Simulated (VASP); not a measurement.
Write the native input for VASP 6.6.1 that does the following.

```
Task                   : single point
Functional             : PBEsol
Potentials or basis    : VASP PAW PBE potentials, release 64 (Ag)
Cutoff                 : 520 eV
k mesh                 : 18 × 18 × 10
Occupations            : gaussian, width 0.15 eV
Spin                   : no spin polarisation
Dipole correction      : no
Further INCAR settings : ALGO = Fast; EDIFF = 1e-07; NBANDS = 18
```

The structure of Ag lies in POSCAR:

```
Ag
1.0
    2.9299980804      0.0000000000      0.0000000000
   -1.4649990402      2.5374527707      0.0000000000
    0.0000000000      0.0000000000      5.3288750000
Ag
2
Direct
    0.3333333333      0.6666666667      0.2500000000
    0.6666666667      0.3333333333      0.7500000000
```

This cell differs from its parent crystal: strain +0.1125 x Voigt [0, 0, 1, 0, 0, 0].

One way to write it, as run:

INCAR

```
SYSTEM = Ag
PREC = Accurate
ENCUT = 520
EDIFF = 1E-7
ISMEAR = 0
SIGMA = 0.15
LREAL = .FALSE.
LASPH = .TRUE.
NELM = 100
ALGO = Fast
ISIF = 2
LWAVE = .FALSE.
LCHARG = .TRUE.
GGA = PS
LELF = .TRUE.
LVHAR = .TRUE.
NBANDS = 18
```

KPOINTS

```
Automatic mesh
0
G
  18 18 10
  0 0 0
```

Potentials or basis: VASP PAW PBE potentials, release 64 (Ag).

Launch:

```sh
$ cat potpaw_PBE.64/Ag/POTCAR > POTCAR
$ mpirun -np 1 vasp_std > vasp.out
```

It gave:

The pressure is -11.5 GPa and the band gap on the k mesh is zero (band 11 reaches 10.52 eV, above the bottom of band 12 at 3.14 eV).

Caveat: the cell differs from its parent crystal (strain +0.1125 x Voigt [0, 0, 1, 0, 0, 0]); the PAW data sets were made with another functional, which shifts forces and pressure a little.

Run time: 68 s on 1 thread of AMD EPYC 9R45 96-Core Processor (Zen 5), with other jobs on the host, peak memory 0.22 GiB.
